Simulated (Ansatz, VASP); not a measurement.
One calculation of Ta2NbO4, two programs

```xyz
7
Lattice="5.1335 0.0000 0.0000 0.0000 3.7182 2.9404 0.0000 -3.7182 2.9404" Properties=species:S:1:pos:R:3 pbc="T T T"
Ta    2.5667    1.3417    1.8637
Ta    2.5667   -1.3417    1.8637
Nb    0.0000    0.0000    3.0654
O     3.8342   -1.4945    3.4500
O     1.2992    1.4945    3.4500
O     3.8342    1.4945    3.4500
O     1.2992   -1.4945    3.4500
```

Alike in both runs: functional PBE; k mesh 6 × 8 × 8; occupations gaussian, width 0.1 eV; no spin polarisation.

Ansatz relaxed the structure, and its values are those at the end. VASP's run is a single point on that final structure, the one shown.

|  | VASP | Ansatz |
| --- | --- | --- |
| version | VASP 6.6.1 | Ansatz 0.2.0 |
| potentials or method | VASP PAW PBE potentials, release 64 (Ta_pv, Nb_sv, O), cutoff 520 eV | scalar-relativistic, plane waves, PAW |
| valence electrons in the cell | 59 | 63 |

```tsv
	VASP	Ansatz	Ansatz less VASP
gap on the k mesh at the Fermi level (eV)	none	none	-
pressure (GPa)	0.2	0.0	-0.20
rms of the force components (eV/Å)	0.041	0.002	-0.0392
```

A gap of «none» marks a metal or a gap that the smearing closes. VASP's potentials hold 59 valence electrons a cell and Ansatz's 63, so a difference there can come from the potentials and not from the codes.

Neither program's run includes spin-orbit coupling.
